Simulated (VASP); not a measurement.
# TaBi (rocksalt type) (Fm-3m) in VASP: a series of runs

The runs below take TaBi (rocksalt type) through single point, with LDA.

Everything below comes from runs of VASP 6.6.1. Logs are shortened: lines on timing, memory, paths and dates and some standing lists are left out, and cuts for length are marked.

### 1 The cell of the first run

It takes space group Fm-3m (No. 225, cubic). The conventional cell has a = 5.605 Å, b = 5.605 Å, c = 5.605 Å, α = 90.00°, β = 90.00°, γ = 90.00°. Within 3.7 Å of Ta (site symmetry m-3m) lie 6 Bi at 2.80 Å. Bi (site symmetry m-3m) has 6 Ta at 2.80 Å within 3.7 Å.

### 2 Single point, LDA (volume scaled by 0.95)

INCAR

```
SYSTEM = TaBi
PREC = Accurate ; ENCUT = 520
EDIFF = 1E-6 ; ISMEAR = -1
SIGMA = 0.08 ; LREAL = .FALSE.
LASPH = .TRUE. ; NELM = 80
ALGO = Normal ; ISIF = 2
LWAVE = .FALSE. ; LCHARG = .FALSE.
GGA = CA ; NBANDS = 20
```

KPOINTS

```
regular mesh
0
G
  11 11 11
  0 0 0
```

POSCAR

```
TaBi
1.0
    0.0000000000      2.8023731453      2.8023731453
    2.8023731453      0.0000000000      2.8023731453
    2.8023731453      2.8023731453      0.0000000000
Ta Bi
1 1
Direct
    0.0000000000      0.0000000000      0.0000000000
    0.5000000000      0.5000000000      0.5000000000
```

Potentials or basis: VASP PAW LDA potentials, release 64 (Ta_pv, Bi_d).

Run with:

```bash
$ cat potpaw_LDA.64/Ta_pv/POTCAR potpaw_LDA.64/Bi_d/POTCAR > POTCAR
$ mpirun -np 1 vasp_std > vasp.out
```

OUTCAR:

```text
SYSTEM = TaBi
   PREC = Accurate
   ENCUT = 520
   EDIFF = 1E-6
   ISMEAR = -1
   LREAL = .FALSE.
   LASPH = .TRUE.
   NELM = 80
   ISIF = 2
   GGA = CA

 ion  position               nearest neighbor table
   1  0.000  0.000  0.000-   2 2.80   2 2.80   2 2.80   2 2.80   2 2.80   2 2.80
   2  0.500  0.500  0.500-   1 2.80   1 2.80   1 2.80   1 2.80   1 2.80   1 2.80

  LATTYP: Found a face centered cubic cell.
 ALAT       =     5.6047462906

  Lattice vectors:

 A1 = (   0.0000000000,   2.8023731453,   2.8023731453)
 A2 = (   2.8023731453,   0.0000000000,   2.8023731453)
 A3 = (   2.8023731453,   2.8023731453,   0.0000000000)

Analysis of symmetry for initial positions (statically):
=====================================================================
 Subroutine PRICEL returns:
 Original cell was already a primitive cell.

 Routine SETGRP: Setting up the symmetry group for a
 face centered cubic supercell.

 Subroutine GETGRP returns: Found 48 space group operations
 (whereof 48 operations were pure point group operations)
 out of a pool of 48 trial point group operations.

The static configuration has the point symmetry O_h .

Analysis of symmetry for dynamics (positions and initial velocities):
=====================================================================
 Subroutine PRICEL returns:
 Original cell was already a primitive cell.

 Routine SETGRP: Setting up the symmetry group for a
 face centered cubic supercell.

 Subroutine GETGRP returns: Found 48 space group operations
 (whereof 48 operations were pure point group operations)
 out of a pool of 48 trial point group operations.

The dynamic configuration has the point symmetry O_h .

 Subroutine INISYM returns: Found 48 space group operations
 (whereof 48 operations are pure point group operations),
 and found     1 'primitive' translations

----------------------------------------------------------------------------------------

                                     Primitive cell

  volume of cell :      44.0157

  direct lattice vectors                    reciprocal lattice vectors
     0.000000000  2.802373145  2.802373145    -0.178420208  0.178420208  0.178420208
     2.802373145  0.000000000  2.802373145     0.178420208 -0.178420208  0.178420208
     2.802373145  2.802373145  0.000000000     0.178420208  0.178420208 -0.178420208

  length of vectors
     3.963154109  3.963154109  3.963154109     0.309032866  0.309032866  0.309032866

  position of ions in fractional coordinates (direct lattice)
     0.000000000  0.000000000  0.000000000
     0.500000000  0.500000000  0.500000000

  ion indices of the primitive-cell ions
   primitive index   ion index
                 1           1
                 2           2

----------------------------------------------------------------------------------------

 KPOINTS: regular mesh

Automatic generation of k-mesh.
 Grid dimensions read from file:
 generate k-points for:   11   11   11

 Generating k-lattice:

  Cartesian coordinates                     Fractional coordinates (reciprocal lattice)
    -0.016220019  0.016220019  0.016220019     0.090909091  0.000000000  0.000000000
     0.016220019 -0.016220019  0.016220019     0.000000000  0.090909091  0.000000000
     0.016220019  0.016220019 -0.016220019     0.000000000  0.000000000  0.090909091

  Length of vectors
     0.028093897  0.028093897  0.028093897

  Shift w.r.t. Gamma in fractional coordinates (k-lattice)
     0.000000000  0.000000000  0.000000000

 Subroutine IBZKPT returns following result:
 ===========================================

 Found     56 irreducible k-points:

 Following reciprocal coordinates:
            Coordinates               Weight
  0.000000  0.000000  0.000000      1.000000
  0.090909  0.000000  0.000000      8.000000
  0.181818  0.000000  0.000000      8.000000
  0.272727  0.000000  0.000000      8.000000
  0.363636  0.000000  0.000000      8.000000
  0.454545  0.000000  0.000000      8.000000
[... 16 lines left out ...]
 -0.272727  0.181818  0.000000     24.000000
 -0.181818  0.181818  0.000000     12.000000
 [... further k-points ...]
   k-points           NKPTS =     56   k-points in BZ     NKDIM =     56   number of bands    NBANDS=     20
   number of dos      NEDOS =    301   number of ions     NIONS =      2
   total plane-waves  NPLWV =  27000
   dimension x,y,z NGX =    30 NGY =   30 NGZ =   30
   dimension x,y,z NGXF=    60 NGYF=   60 NGZF=   60
   ions per type =               1   1
   NGX,Y,Z   is equivalent  to a cutoff of  12.58, 12.58, 12.58 a.u.
   NGXF,Y,Z  is equivalent  to a cutoff of  25.17, 25.17, 25.17 a.u.
 SYSTEM =  TaBi
   PREC   = accura    normal or accurate (medium, high low for compatibility)
   ISTART =      0    job   : 0-new  1-cont  2-samecut
   ICHARG =      2    charge: 1-file 2-atom 10-const
   ISPIN  =      1    spin polarized calculation?
   LNONCOLLINEAR =      F non collinear calculations
   LSORBIT =      F    spin-orbit coupling
   LASPH  =      T    aspherical Exc in radial PAW
   ENCUT  =  520.0 eV  38.22 Ry    6.18 a.u.   7.37  7.37  7.37*2*pi/ulx,y,z
   NELM   =     80;   NELMIN=  2; NELMDL= -5     # of ELM steps
   EDIFF  = 0.1E-05   stopping-criterion for ELM
   LREAL  =      F    real-space projection
   EDIFFG = 0.1E-04   stopping-criterion for IOM
   NSW    =      0    number of steps for IOM
   IBRION =     -1    ionic relax: 0-MD 1-quasi-New 2-CG
   NFREE  =      0    steps in history (QN), initial steepest desc. (CG)
   ISIF   =      2    stress and relaxation
   ISYM   =      2    0-nonsym 1-usesym 2-fastsym
   POTIM  = 0.5000    time-step for ionic-motion
   TEBEG  =    0.0;   TEEND  =   0.0 temperature during run
   PSTRESS=    0.0 pullay stress
   NELECT =      26.0000    total number of electrons
   NUPDOWN=      -1.0000    fix difference up-down
   EMIN   =  10.00;   EMAX   =-10.00  energy-range for DOS
   EFERMI =   0.00;   METHOD = LEGACY
   ISMEAR =    -1;   SIGMA  =   0.08  broadening in eV -4-tet -1-fermi 0-gaus
   EFERMI_NEDOS =   21; number of points for ismear=-14 and -15
   IALGO  =     38    algorithm
   IMIX   =      4    mixing-type and parameters
     AMIX     =   0.40;   BMIX     =  1.00
     AMIX_MAG =   1.60;   BMIX_MAG =  1.00
  volume/ion in A,a.u.               =      22.01       148.52
  Fermi-wavevector in a.u.,A,eV,Ry     =   1.373610  2.595746 25.671518  1.886803
  Thomas-Fermi vector in A             =   2.499111
   LORBIT       =      0    0 simple, 1 ext, 2 COOP (PROOUT), +10 PAW based schemes
   GGA     = CA    functional components
   LHFCALC =     F    Hartree Fock is set to
   AEXX    =    0.0000 exact exchange contribution
   IVDW    =     0    specifies the selected vdW correction
   LEPSILON=     F    determine dielectric tensor
   LRPA    =     F    only Hartree local field effects (RPA)
 non-spin polarized calculation
  energy-cutoff  :      520.00
  volume of cell :       44.02
 maximum number of plane-waves:      1243
 NGX is ok and might be reduce to    30
   NGX = 15   NGY = 15   NGZ = 15

 number of electron      26.0000004 magnetization

 Free energy of the ion-electron system (eV)
  ---------------------------------------------------
  ext. energy  EPLUGINS =         0.00000000
  ---------------------------------------------------
  free energy    TOTEN  =       -15.28423416 eV

  energy without entropy =      -15.23727023  energy(sigma->0) =      -15.26075220

 E-fermi :   8.8392     XC(G=0): -11.9250

 val. band max:        8.8140077497   @ k =  -0.2727   0.2727   0.0000
 cond. band min:       8.8400996759   @ k =  -0.2727   0.4545   0.1818
 fundamental gap:      0.0260919262
 Fermi energy:         8.8392427329

 k-point     1 :       0.0000    0.0000    0.0000
  band No.  band energies     occupation
      1     -26.3057      2.00000
      2     -26.3057      2.00000
      3     -26.3057      2.00000
      4     -14.4545      2.00000
      5     -14.4545      2.00000
      6     -14.3233      2.00000
[... 12 lines left out ...]
     19      14.6858      0.00000
     20      19.6244      0.00000

 k-point     2 :       0.0909    0.0000    0.0000
  band No.  band energies     occupation
      1     -26.3114      2.00000
      2     -26.3075      2.00000
      3     -26.3075      2.00000
      4     -14.4474      2.00000
      5     -14.4474      2.00000
      6     -14.3213      2.00000
[... 12 lines left out ...]
     19      14.9644      0.00000
     20      18.7112      0.00000

 k-point     3 :       0.1818    0.0000    0.0000
  band No.  band energies     occupation
      1     -26.3267      2.00000
      2     -26.3123      2.00000
      3     -26.3123      2.00000
      4     -14.4285      2.00000
      5     -14.4285      2.00000
      6     -14.3162      2.00000
[... 12 lines left out ...]
     19      15.7302      0.00000
     20      17.8421      0.00000

 k-point     4 :       0.2727    0.0000    0.0000
  band No.  band energies     occupation
      1     -26.3465      2.00000
      2     -26.3186      2.00000
      3     -26.3186      2.00000
      4     -14.4041      2.00000
      5     -14.4041      2.00000
      6     -14.3094      2.00000
[... 12 lines left out ...]
     19      17.3133      0.00000
     20      17.3277      0.00000

 k-point     5 :       0.3636    0.0000    0.0000
  band No.  band energies     occupation
      1     -26.3647      2.00000
      2     -26.3244      2.00000
      3     -26.3244      2.00000
      4     -14.3820      2.00000
      5     -14.3820      2.00000
      6     -14.3031      2.00000
[... 12 lines left out ...]
     19      16.4599      0.00000
     20      16.4599      0.00000
[... 353 lines left out ...]
      6     -14.3005      2.00000
[... 12 lines left out ...]
     19      17.4902      0.00000
     20      18.3405      0.00000

 k-point    22 :      -0.3636    0.1818    0.0000
  band No.  band energies     occupation
      1     -26.3665      2.00000
      2     -26.3334      2.00000
      3     -26.3293      2.00000
      4     -14.4044      2.00000
      5     -14.3650      2.00000
      6     -14.2946      2.00000
[... 12 lines left out ...]
     19      17.4087      0.00000
     20      18.0547      0.00000

 k-point    23 :      -0.2727    0.1818    0.0000
  band No.  band energies     occupation
      1     -26.3594      2.00000
      2     -26.3277      2.00000
      3     -26.3263      2.00000
      4     -14.4153      2.00000
      5     -14.3684      2.00000
      6     -14.3014      2.00000
[... 12 lines left out ...]
     19      16.7840      0.00000
     20      17.1656      0.00000

 k-point    24 :      -0.1818    0.1818    0.0000
  band No.  band energies     occupation
      1     -26.3483      2.00000
      2     -26.3214      2.00000
      3     -26.3205      2.00000
      4     -14.4246      2.00000
      5     -14.3840      2.00000
      6     -14.3100      2.00000
[... 12 lines left out ...]
     19      16.2918      0.00000
     20      16.9719      0.00000

 [... further k-points ...]
[... 5 lines left out ...]
  --------------------------------------------------------------------------------------
  -------------------------------------------------------------------------------------
  Total        1.9520692      1.9520692      1.9520692     -0.0000000     -0.0000000      0.0000000
  in kB       71.0555343     71.0555343     71.0555343     -0.0000000     -0.0000000      0.0000000
  external PRESSURE =      71.0555343 kB  Pullay stress =       0.0000000 kB

 VOLUME and BASIS-vectors are now :
 -----------------------------------------------------------------------------
  energy-cutoff  :      520.00
  volume of cell :       44.02
      direct lattice vectors                 reciprocal lattice vectors
     0.000000000  2.802373145  2.802373145    -0.178420208  0.178420208  0.178420208
     2.802373145  0.000000000  2.802373145     0.178420208 -0.178420208  0.178420208
     2.802373145  2.802373145  0.000000000     0.178420208  0.178420208 -0.178420208

 POSITION                                       TOTAL-FORCE (eV/Angst)
 -----------------------------------------------------------------------------------
      0.00000      0.00000      0.00000         0.000000     -0.000000      0.000000
      2.80237      2.80237      2.80237        -0.000000      0.000000      0.000000
 -----------------------------------------------------------------------------------
    total drift:                                0.000000      0.000000      0.000000

  FREE ENERGIE OF THE ION-ELECTRON SYSTEM (eV)
  ---------------------------------------------------
  free  energy   TOTEN  =       -15.2842341584 eV

  energy  without entropy=      -15.2372702333  energy(sigma->0) =      -15.26075220
```

Run time: 19 s. Hardware: 1 thread of Intel Xeon 6975P-C (Granite Rapids), shared host; peak memory 0.18 GiB.

Results:

| Item | Value |
| --- | --- |
| Free energy | -15.2842 eV |
| Pressure | 7.1 GPa |
| Band gap on the k mesh | zero (band 13 reaches 9.15 eV, above the bottom of band 14 at 8.09 eV) |

Caveat: spin-orbit coupling is left out, which moves the levels of the heavy elements.

[end of part 1 of 3]
